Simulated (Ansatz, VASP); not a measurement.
# Ga7P8Ru: VASP beside Ansatz

The input INCAR:

```
PREC = Accurate
ENCUT = 520
EDIFF = 1E-6
ISMEAR = 0
SIGMA = 0.05
LREAL = Auto
LASPH = T
NELM = 60
ALGO = Normal
ISIF = 2
LWAVE = F
LCHARG = F
GGA = PS
NBANDS = 86
```

File KPOINTS:

```
Automatic mesh
0
Gamma
  3 3 3
```

File POSCAR:

```
Ga7P8Ru
1.0
    0.0000000000      5.4505000000      5.4505000000
    5.4505000000      0.0000000000      5.4505000000
    5.4505000000      5.4505000000      0.0000000000
Ru Ga P
1 7 8
Direct
    0.9996637915      0.0003067316      0.0016212535
    0.9980473641      0.0000607922      0.5019380712
    0.9991840237      0.5008315107      0.9998659656
    0.9982827707      0.5009972848      0.5021456148
    0.5004376201      0.9995455188      0.0006870064
    0.5003032765      0.9992510361      0.5020545788
    0.4998686934      0.5016092271      0.9996307467
    0.4991069606      0.5003943424      0.5003096375
    0.1206111543      0.1211913045      0.1221282280
    0.1198437025      0.1208251316      0.6394118741
    0.1196347420      0.6380296975      0.1220605981
    0.1244634188      0.6256275456      0.6256040257
    0.6375086565      0.1213659839      0.1218924437
    0.6237336819      0.1257165078      0.6264124237
    0.6248026473      0.6251060976      0.1255986699
    0.6240588343      0.6250556768      0.6254024222
```

Input for Ansatz:

```yaml
crystal:
  lattice:
    - [0.0, 5.4505, 5.4505]
    - [5.4505, 0.0, 5.4505]
    - [5.4505, 5.4505, 0.0]
  atoms:
    - { symbol: Ru, position: [0.9996637915, 0.0003067316, 0.0016212535] }
    - { symbol: Ga, position: [0.9980473641, 6.07922e-05, 0.5019380712] }
    - { symbol: Ga, position: [0.9991840237, 0.5008315107, 0.9998659656] }
    - { symbol: Ga, position: [0.9982827707, 0.5009972848, 0.5021456148] }
    - { symbol: Ga, position: [0.5004376201, 0.9995455188, 0.0006870064] }
    - { symbol: Ga, position: [0.5003032765, 0.9992510361, 0.5020545788] }
    - { symbol: Ga, position: [0.4998686934, 0.5016092271, 0.9996307467] }
    - { symbol: Ga, position: [0.4991069606, 0.5003943424, 0.5003096375] }
    - { symbol: P, position: [0.1206111543, 0.1211913045, 0.122128228] }
    - { symbol: P, position: [0.1198437025, 0.1208251316, 0.6394118741] }
    - { symbol: P, position: [0.119634742, 0.6380296975, 0.1220605981] }
    - { symbol: P, position: [0.1244634188, 0.6256275456, 0.6256040257] }
    - { symbol: P, position: [0.6375086565, 0.1213659839, 0.1218924437] }
    - { symbol: P, position: [0.6237336819, 0.1257165078, 0.6264124237] }
    - { symbol: P, position: [0.6248026473, 0.6251060976, 0.1255986699] }
    - { symbol: P, position: [0.6240588343, 0.6250556768, 0.6254024222] }
basis:
  ecutwfc: 420
  ecutrho_ratio: 4
kpoints:
  mp_grid: { grid: [3, 3, 3] }
hamiltonian:
  xc: pbesol
scf:
  occupations: { method: gaussian, width: 0.05 }
  lower_state_search: "off"
  max_iter: 150
output:
  forces: true
  stress: true
  eigenvalues: true
  populations: true
  hubbard: { sites: [{ site: 0, l: d }] }
```

Alike in both runs: task single point; functional PBEsol; k mesh 3 × 3 × 3; occupations gaussian, width 0.05 eV; no spin polarisation.

|  | VASP | Ansatz |
| --- | --- | --- |
| version | VASP 6.6.1 | Ansatz 0.2.0 |
| potentials or method | VASP PAW PBE potentials, release 64 (Ru_pv, Ga_d, P), cutoff 520 eV | scalar-relativistic, plane waves, PAW |
| valence electrons in the cell | 145 | 147 |

|  | VASP | Ansatz | Ansatz less VASP |
| --- | --- | --- | --- |
| gap on the k mesh at the Fermi level (eV) | none | none | - |
| pressure (GPa) | -1.9 | -1.9 | +0.05 |
| rms of the force components (eV/Å) | 0.047 | 0.051 | +0.0033 |

VASP's potentials were made for PBE, not for PBEsol. Atom by atom the forces differ by 0.003 eV/Å (rms over components). A gap of «none» marks a metal or a gap that the smearing closes. The functional is the same, so the differences come from potentials, cutoffs and numerics. VASP's potentials hold 145 valence electrons a cell and Ansatz's 147, so a difference there can come from the potentials and not from the codes.
